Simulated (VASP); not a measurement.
# ZnO (P6_3mc) in VASP: notebook

Runs on ZnO. Level: r2SCAN. Tasks: single point.

Program: VASP 6.6.1. These are calculated values, not measurements. Logs are shortened: lines on timing, memory, paths and dates and some standing lists are left out, and cuts for length are marked.

## 1. The cell of the first run

It takes space group P6_3mc (No. 186, hexagonal). The conventional cell has a = 3.107 Å, b = 3.107 Å, c = 5.413 Å, α = 90.00°, β = 90.00°, γ = 120.00°. Within 2.6 Å of Zn (site symmetry 3m) lie 4 O at 1.95 Å. Within 2.6 Å of O (site symmetry 3m) lie 4 Zn at 1.95 Å.

## 2. Single point, r2SCAN

POSCAR

```
ZnO
1.0
    3.1066653462      0.0000000000      0.0000000000
   -1.5533326731      2.6904511108      0.0000000000
    0.0000000000      0.0000000000      5.4132338980
Zn O
2 2
Direct
    0.3333333333      0.6666666667      0.0112839937
    0.6666666667      0.3333333333      0.5112839937
    0.3333333333      0.6666666667      0.3708160063
    0.6666666667      0.3333333333      0.8708160063
```

INCAR.step1

```
SYSTEM = ZnO
PREC = Accurate
ENCUT = 520
ISMEAR = 0
SIGMA = 0.02
LREAL = .FALSE.
LASPH = .TRUE.
NELM = 100
NBANDS = 26
GGA = PE
ALGO = Normal
EDIFF = 1E-4
LWAVE = .TRUE.
LCHARG = .FALSE.
```

INCAR.step2

```
SYSTEM = ZnO
PREC = Accurate
ENCUT = 520
EDIFF = 1E-6
ISMEAR = 0
SIGMA = 0.02
LREAL = .FALSE.
LASPH = .TRUE.
NELM = 100
ALGO = Normal
ISIF = 2
LWAVE = .FALSE.
LCHARG = .FALSE.
METAGGA = R2SCAN
LMIXTAU = .TRUE.
NBANDS = 26
ISTART = 1
```

KPOINTS

```
regular mesh
0
G
  9 9 5
  0 0 0
```

Potentials or basis: VASP PAW PBE potentials, release 64 (Zn, O).

The run is started by

```console
> cat potpaw_PBE.64/Zn/POTCAR potpaw_PBE.64/O/POTCAR > POTCAR
> cp INCAR.step1 INCAR
> mpirun -np 1 vasp_std > vasp.out
> cp INCAR.step2 INCAR
> mpirun -np 1 vasp_std > vasp.out
```

OUTCAR:

```text
SYSTEM = ZnO
   PREC = Accurate
   ENCUT = 520
   EDIFF = 1E-6
   ISMEAR = 0
   LREAL = .FALSE.
   LASPH = .TRUE.
   NELM = 100
   ISIF = 2
   METAGGA = R2SCAN
   ISTART = 1

 ion  position               nearest neighbor table
   1  0.333  0.667  0.011-   3 1.95   4 1.95   4 1.95   4 1.95
   2  0.667  0.333  0.511-   4 1.95   3 1.95   3 1.95   3 1.95
   3  0.333  0.667  0.371-   1 1.95   2 1.95   2 1.95   2 1.95
   4  0.667  0.333  0.871-   2 1.95   1 1.95   1 1.95   1 1.95

  LATTYP: Found a hexagonal cell.
 ALAT       =     3.1066653462
 C/A-ratio  =     1.7424580039

  Lattice vectors:

 A1 = (   3.1066653462,   0.0000000000,   0.0000000000)
 A2 = (  -1.5533326731,   2.6904511108,   0.0000000000)
 A3 = (   0.0000000000,   0.0000000000,   5.4132338980)

Analysis of symmetry for initial positions (statically):
=====================================================================
 Subroutine PRICEL returns:
 Original cell was already a primitive cell.

 Routine SETGRP: Setting up the symmetry group for a
 hexagonal supercell.

 Subroutine GETGRP returns: Found 12 space group operations
 (whereof  6 operations were pure point group operations)
 out of a pool of 24 trial point group operations.

The static configuration has the point symmetry C_3v.
 The point group associated with its full space group is C_6v.

Analysis of symmetry for dynamics (positions and initial velocities):
=====================================================================
 Subroutine PRICEL returns:
 Original cell was already a primitive cell.

 Routine SETGRP: Setting up the symmetry group for a
 hexagonal supercell.

 Subroutine GETGRP returns: Found 12 space group operations
 (whereof  6 operations were pure point group operations)
 out of a pool of 24 trial point group operations.

The dynamic configuration has the point symmetry C_3v.
 The point group associated with its full space group is C_6v.

 Subroutine INISYM returns: Found 12 space group operations
 (whereof  6 operations are pure point group operations),
 and found     1 'primitive' translations

----------------------------------------------------------------------------------------

                                     Primitive cell

  volume of cell :      45.2456

  direct lattice vectors                    reciprocal lattice vectors
     3.106665346  0.000000000  0.000000000     0.321888549  0.185842440  0.000000000
    -1.553332673  2.690451111  0.000000000     0.000000000  0.371684881  0.000000000
     0.000000000  0.000000000  5.413233898     0.000000000  0.000000000  0.184732457

  length of vectors
     3.106665346  3.106665346  5.413233898     0.371684881  0.371684881  0.184732457

  position of ions in fractional coordinates (direct lattice)
     0.333333333  0.666666667  0.011283994
     0.666666667  0.333333333  0.511283994
     0.333333333  0.666666667  0.370816006
     0.666666667  0.333333333  0.870816006

  ion indices of the primitive-cell ions
   primitive index   ion index
                 1           1
                 2           2
                 3           3
                 4           4

----------------------------------------------------------------------------------------

 KPOINTS: regular mesh

Automatic generation of k-mesh.
 Grid dimensions read from file:
 generate k-points for:    9    9    5

 Generating k-lattice:

  Cartesian coordinates                     Fractional coordinates (reciprocal lattice)
     0.035765394  0.020649160  0.000000000     0.111111111  0.000000000  0.000000000
     0.000000000  0.041298320  0.000000000     0.000000000  0.111111111  0.000000000
     0.000000000  0.000000000  0.036946491     0.000000000  0.000000000  0.200000000

  Length of vectors
     0.041298320  0.041298320  0.036946491

  Shift w.r.t. Gamma in fractional coordinates (k-lattice)
     0.000000000  0.000000000  0.000000000

 Subroutine IBZKPT returns following result:
 ===========================================

 Found     36 irreducible k-points:

 Following reciprocal coordinates:
            Coordinates               Weight
  0.000000  0.000000  0.000000      1.000000
  0.111111  0.000000  0.000000      6.000000
  0.222222  0.000000  0.000000      6.000000
  0.333333 -0.000000  0.000000      6.000000
  0.444444  0.000000  0.000000      6.000000
  0.111111  0.111111  0.000000      6.000000
[... 16 lines left out ...]
  0.333333  0.222222  0.200000     24.000000
  0.333333  0.333333  0.200000      4.000000
 [... further k-points ...]
   k-points           NKPTS =     36   k-points in BZ     NKDIM =     36   number of bands    NBANDS=     26
   number of dos      NEDOS =    301   number of ions     NIONS =      4
   total plane-waves  NPLWV =  23040
   dimension x,y,z NGX =    24 NGY =   24 NGZ =   40
   dimension x,y,z NGXF=    48 NGYF=   48 NGZF=   80
   ions per type =               2   2
   NGX,Y,Z   is equivalent  to a cutoff of  12.84, 12.84, 12.28 a.u.
   NGXF,Y,Z  is equivalent  to a cutoff of  25.69, 25.69, 24.57 a.u.
 SYSTEM =  ZnO
   PREC   = accura    normal or accurate (medium, high low for compatibility)
   ISTART =      1    job   : 0-new  1-cont  2-samecut
   ICHARG =      0    charge: 1-file 2-atom 10-const
   ISPIN  =      1    spin polarized calculation?
   LNONCOLLINEAR =      F non collinear calculations
   LSORBIT =      F    spin-orbit coupling
   LASPH  =      T    aspherical Exc in radial PAW
   ENCUT  =  520.0 eV  38.22 Ry    6.18 a.u.   5.78  5.78 10.07*2*pi/ulx,y,z
   NELM   =    100;   NELMIN=  2; NELMDL=  0     # of ELM steps
   EDIFF  = 0.1E-05   stopping-criterion for ELM
   LREAL  =      F    real-space projection
   EDIFFG = 0.1E-04   stopping-criterion for IOM
   NSW    =      0    number of steps for IOM
   IBRION =     -1    ionic relax: 0-MD 1-quasi-New 2-CG
   NFREE  =      0    steps in history (QN), initial steepest desc. (CG)
   ISIF   =      2    stress and relaxation
   ISYM   =      2    0-nonsym 1-usesym 2-fastsym
   POTIM  = 0.5000    time-step for ionic-motion
   TEBEG  =    0.0;   TEEND  =   0.0 temperature during run
   PSTRESS=    0.0 pullay stress
   NELECT =      36.0000    total number of electrons
   NUPDOWN=      -1.0000    fix difference up-down
   EMIN   =  10.00;   EMAX   =-10.00  energy-range for DOS
   EFERMI =   0.00;   METHOD = LEGACY
   ISMEAR =     0;   SIGMA  =   0.02  broadening in eV -4-tet -1-fermi 0-gaus
   EFERMI_NEDOS =   21; number of points for ismear=-14 and -15
   IALGO  =     38    algorithm
   IMIX   =      4    mixing-type and parameters
     AMIX     =   0.40;   BMIX     =  1.00
     AMIX_MAG =   1.60;   BMIX_MAG =  1.00
  volume/ion in A,a.u.               =      11.31        76.33
  Fermi-wavevector in a.u.,A,eV,Ry     =   1.516993  2.866701 31.310644  2.301267
  Thomas-Fermi vector in A             =   2.626308
   LORBIT       =      0    0 simple, 1 ext, 2 COOP (PROOUT), +10 PAW based schemes
   METAGGA = R2SCAN    functional components
   LHFCALC =     F    Hartree Fock is set to
   AEXX    =    0.0000 exact exchange contribution
   IVDW    =     0    specifies the selected vdW correction
   LEPSILON=     F    determine dielectric tensor
   LRPA    =     F    only Hartree local field effects (RPA)
 non-spin polarized calculation
 Gauss-broadening in eV      SIGMA  =   0.02
  energy-cutoff  :      520.00
  volume of cell :       45.25
 maximum number of plane-waves:      1232
 NGX is ok and might be reduce to    24
   NGX = 11   NGY = 11   NGZ = 21

 number of electron      36.0000009 magnetization

 Free energy of the ion-electron system (eV)
  ---------------------------------------------------
  ext. energy  EPLUGINS =         0.00000000
  ---------------------------------------------------
  free energy    TOTEN  =       -36.19480581 eV

  energy without entropy =      -36.19480581  energy(sigma->0) =      -36.19480581

 E-fermi :   1.4389     XC(G=0): -11.9724

 val. band max:        1.3469202468   @ k =   0.0000   0.0000   0.0000
 cond. band min:       2.5174756366   @ k =   0.0000   0.0000   0.0000
 fundamental gap:      1.1705553898
 Fermi energy:         1.4389073371

 k-point     1 :       0.0000    0.0000    0.0000
  band No.  band energies     occupation
      1     -18.1635      2.00000
      2     -17.5014      2.00000
      3      -5.0914      2.00000
      4      -4.9437      2.00000
      5      -4.6795      2.00000
      6      -4.6794      2.00000
[... 18 lines left out ...]
     25      17.4524      0.00000
     26      17.4525      0.00000

 k-point     2 :       0.1111    0.0000    0.0000
  band No.  band energies     occupation
      1     -18.0865      2.00000
      2     -17.4595      2.00000
      3      -4.9634      2.00000
      4      -4.8931      2.00000
      5      -4.7519      2.00000
      6      -4.6457      2.00000
[... 18 lines left out ...]
     25      16.3421      0.00000
     26      17.4663      0.00000

 k-point     3 :       0.2222    0.0000    0.0000
  band No.  band energies     occupation
      1     -17.8817      2.00000
      2     -17.3556      2.00000
      3      -5.0080      2.00000
      4      -4.7859      2.00000
      5      -4.5790      2.00000
      6      -4.5728      2.00000
[... 18 lines left out ...]
     25      16.2038      0.00000
     26      16.6153      0.00000

 k-point     4 :       0.3333   -0.0000    0.0000
  band No.  band energies     occupation
      1     -17.6245      2.00000
      2     -17.2482      2.00000
      3      -5.1298      2.00000
      4      -4.7679      2.00000
      5      -4.5178      2.00000
      6      -4.3557      2.00000
[... 18 lines left out ...]
     25      15.7293      0.00000
     26      17.0841      0.00000

 k-point     5 :       0.4444    0.0000    0.0000
  band No.  band energies     occupation
      1     -17.4275      2.00000
      2     -17.1993      2.00000
      3      -5.0856      2.00000
      4      -4.8415      2.00000
      5      -4.4992      2.00000
      6      -4.3095      2.00000
[... 18 lines left out ...]
     25      15.3226      0.00000
     26      17.2397      0.00000

 k-point     6 :       0.1111    0.1111    0.0000
  band No.  band energies     occupation
      1     -17.9454      2.00000
      2     -17.3866      2.00000
      3      -4.8879      2.00000
      4      -4.8114      2.00000
      5      -4.7929      2.00000
      6      -4.5244      2.00000
[... 427 lines left out ...]
 k-point    21 :       0.4444    0.1111    0.2000
  band No.  band energies     occupation
      1     -17.3512      2.00000
      2     -17.2085      2.00000
      3      -5.0554      2.00000
      4      -4.8832      2.00000
      5      -4.5068      2.00000
      6      -4.2297      2.00000
[... 18 lines left out ...]
     25      15.4719      0.00000
     26      16.7775      0.00000

 k-point    22 :       0.2222    0.2222    0.2000
  band No.  band energies     occupation
      1     -17.4735      2.00000
      2     -17.2366      2.00000
      3      -4.9490      2.00000
      4      -4.9103      2.00000
      5      -4.4804      2.00000
      6      -4.4019      2.00000
[... 18 lines left out ...]
     25      14.3804      0.00000
     26      17.9203      0.00000

 k-point    23 :       0.3333    0.2222    0.2000
  band No.  band energies     occupation
      1     -17.3182      2.00000
      2     -17.2022      2.00000
      3      -4.9450      2.00000
      4      -4.7086      2.00000
      5      -4.5031      2.00000
      6      -4.2820      2.00000
[... 18 lines left out ...]
     25      15.3609      0.00000
     26      17.0118      0.00000

 k-point    24 :       0.3333    0.3333    0.2000
  band No.  band energies     occupation
      1     -17.2279      2.00000
      2     -17.2278      2.00000
      3      -4.9142      2.00000
      4      -4.5156      2.00000
      5      -4.5156      2.00000
      6      -4.2847      2.00000
[... 18 lines left out ...]
     25      15.9116      0.00000
     26      17.3546      0.00000

 [... further k-points ...]
[... 5 lines left out ...]
  --------------------------------------------------------------------------------------
  -------------------------------------------------------------------------------------
  Total        2.9730119      2.9730119      0.3308357      0.0000000     -0.0000000      0.0000000
  in kB      105.2763587    105.2763587     11.7151146      0.0000000     -0.0000000      0.0000000
  external PRESSURE =      74.0892774 kB  Pullay stress =       0.0000000 kB

 VOLUME and BASIS-vectors are now :
 -----------------------------------------------------------------------------
  energy-cutoff  :      520.00
  volume of cell :       45.25
      direct lattice vectors                 reciprocal lattice vectors
     3.106665346  0.000000000  0.000000000     0.321888549  0.185842440  0.000000000
    -1.553332673  2.690451111  0.000000000     0.000000000  0.371684881  0.000000000
     0.000000000  0.000000000  5.413233898     0.000000000  0.000000000  0.184732457

 POSITION                                       TOTAL-FORCE (eV/Angst)
 -----------------------------------------------------------------------------------
     -0.00000      1.79363      0.06108         0.000000      0.000000      0.009124
      1.55333      0.89682      2.76770        -0.000000     -0.000000      0.009124
     -0.00000      1.79363      2.00731        -0.000000     -0.000000     -0.009124
      1.55333      0.89682      4.71393        -0.000000     -0.000000     -0.009124
 -----------------------------------------------------------------------------------
    total drift:                                0.000001      0.000002     -0.050252

  FREE ENERGIE OF THE ION-ELECTRON SYSTEM (eV)
  ---------------------------------------------------
  free  energy   TOTEN  =       -36.1948058068 eV

  energy  without entropy=      -36.1948058068  energy(sigma->0) =      -36.19480581
```

It took 2.6 min on 1 thread of AMD EPYC 7R13 (Zen 3), shared host; peak memory 0.15 GiB.

Results:

| Property | Result |
| --- | --- |
| Free energy | -36.1948 eV |
| Pressure | 7.4 GPa |
| Largest force | 0.009 eV/Å |
| Band gap on the k mesh | 1.17 eV, direct |

Forces on the atoms (eV/Å):
```
Zn   0.000  0.000  0.009
Zn   0.000  0.000  0.009
O    0.000  0.000 -0.009
O    0.000  0.000 -0.009
```

Stress tensor (GPa, compression positive):
```
10.53  0.00  0.00
 0.00 10.53  0.00
 0.00  0.00  1.17
```

Caveat: the PAW data sets were made with another functional, which shifts forces and pressure a little. r2SCAN opens gaps a little over a GGA but as a rule still falls short of measured ones.

## 3. Single point, r2SCAN

POSCAR is that of step 2.

INCAR.step1

```
PREC = Accurate ; ENCUT = 520
ISMEAR = 0 ; SIGMA = 0.02
LREAL = False ; LASPH = True
NELM = 80 ; NBANDS = 26
GGA = PE ; ALGO = Normal
EDIFF = 1E-4 ; LWAVE = True
LCHARG = False
```

INCAR.step2

```
PREC = Accurate ; ENCUT = 520
EDIFF = 1E-7 ; ISMEAR = 0
SIGMA = 0.02 ; LREAL = False
LASPH = True ; NELM = 80
ALGO = Normal ; ISIF = 2
LWAVE = False ; LCHARG = True
METAGGA = R2SCAN ; LMIXTAU = True
LELF = True ; LVHAR = True
NBANDS = 26 ; ISTART = 1
```

KPOINTS

```
regular mesh
0
Gamma
  9 9 5
```

Potentials or basis: VASP PAW PBE potentials, release 64 (Zn, O).

The run is started by

```console
> cat potpaw_PBE.64/Zn/POTCAR potpaw_PBE.64/O/POTCAR > POTCAR
> cp INCAR.step1 INCAR
> mpirun -np 1 vasp_std > vasp.out
> cp INCAR.step2 INCAR
> mpirun -np 1 vasp_std > vasp.out
```

Run time: 3.1 min. Hardware: 1 thread of AMD EPYC 7R13 (Zen 3), shared host; peak memory 0.15 GiB.

The run converged. Its results:

```
Free energy            : -36.1948 eV
Pressure               : 7.4 GPa
Largest force          : 0.009 eV/Å
Band gap on the k mesh : 1.17 eV, direct
```

Forces on the atoms (eV/Å):
```
Zn   0.000  0.000  0.009
Zn   0.000  0.000  0.009
O    0.000  0.000 -0.009
O    0.000  0.000 -0.009
```

Stress tensor (GPa, compression positive):
```
10.52  0.00  0.00
 0.00 10.52  0.00
 0.00  0.00  1.17
```

Levels at points of the mesh, in eV from the valence-band top:
| k point | band 15 | band 16 | band 17 | band 18 | band 19 | band 20 | band 21 | band 22 |
| --- | --- | --- | --- | --- | --- | --- | --- | --- |
| (0.00, 0.00, 0.00) | -0.85 | -0.21 | 0.00 | 0.00 | 1.17 | 6.40 | 8.32 | 13.80 |

Caveat: the PAW data sets were made with another functional, which shifts forces and pressure a little.

## 4. Single point, r2SCAN

This run uses another cell than the first one, of 11.43 Å³/atom, 1.011 times its volume.

POSCAR

```
ZnO
1.0
    3.1066653462      0.0000000000      0.0000000000
   -1.5533326731      2.6904511108      0.0000000000
    0.0000000000      0.0000000000      5.4712156802
Zn O
2 2
Direct
    0.3333333333      0.6666666667      0.0012360744
    0.6666666667      0.3333333333      0.5012360744
    0.3333333333      0.6666666667      0.3808639256
    0.6666666667      0.3333333333      0.8808639256
```

INCAR.step1

```
SYSTEM = ZnO
PREC     = Accurate       ! precision mode
ENCUT    = 520            ! plane-wave cutoff, eV
ISMEAR   = 0              ! smearing method
SIGMA    = 0.02           ! smearing width, eV
LREAL    = .FALSE.        ! projectors in reciprocal space
LASPH    = .TRUE.         ! aspherical terms in the spheres
NELM     = 100            ! most SCF steps
NBANDS   = 26             ! bands
GGA      = PE             ! functional
ALGO     = Normal         ! electronic algorithm
EDIFF    = 1E-4           ! SCF threshold, eV
LWAVE    = .TRUE.         ! write WAVECAR
LCHARG   = .FALSE.        ! write CHGCAR
```

INCAR.step2

```
SYSTEM = ZnO
PREC     = Accurate       ! precision mode
ENCUT    = 520            ! plane-wave cutoff, eV
EDIFF    = 1E-6           ! SCF threshold, eV
ISMEAR   = 0              ! smearing method
SIGMA    = 0.02           ! smearing width, eV
LREAL    = .FALSE.        ! projectors in reciprocal space
LASPH    = .TRUE.         ! aspherical terms in the spheres
NELM     = 100            ! most SCF steps
ALGO     = Normal         ! electronic algorithm
ISIF     = 2              ! what is computed and relaxed
LWAVE    = .FALSE.        ! write WAVECAR
LCHARG   = .FALSE.        ! write CHGCAR
METAGGA  = R2SCAN         ! meta-GGA
LMIXTAU  = .TRUE.       
NBANDS   = 26             ! bands
ISTART   = 1
```

KPOINTS

```
regular mesh
0
G
  9 9 5
  0 0 0
```

The run is started by

```console
> cat potpaw_PBE.64/Zn/POTCAR potpaw_PBE.64/O/POTCAR > POTCAR
> cp INCAR.step1 INCAR
> mpirun -np 1 vasp_std > vasp.out
> cp INCAR.step2 INCAR
> mpirun -np 1 vasp_std > vasp.out
```

It took 3.6 min on 1 thread of AMD EPYC 7R13 (Zen 3), shared host; peak memory 0.15 GiB.

The run converged. Its results:

```yaml
Free_energy: -36.0863 eV
Pressure: 8.4 GPa
Largest_force: 0.770 eV/Å
Band_gap_on_the_k_mesh: 1.08 eV, direct
```

Forces in eV/Å, atoms in the order of the input:
```
Zn   0.000  0.000  0.770
Zn   0.000  0.000  0.770
O    0.000  0.000 -0.770
O    0.000  0.000 -0.770
```

Stress tensor (GPa, compression positive):
```
15.81  0.00  0.00
 0.00 15.81  0.00
 0.00  0.00 -6.47
```

Levels at points of the mesh, in eV from the valence-band top:
| k point | band 15 | band 16 | band 17 | band 18 | band 19 | band 20 | band 21 | band 22 |
| --- | --- | --- | --- | --- | --- | --- | --- | --- |
| (0.00, 0.00, 0.00) | -0.64 | -0.39 | 0.00 | 0.00 | 1.08 | 6.19 | 8.05 | 13.38 |

Caveat: the PAW data sets were made with another functional, which shifts forces and pressure a little.
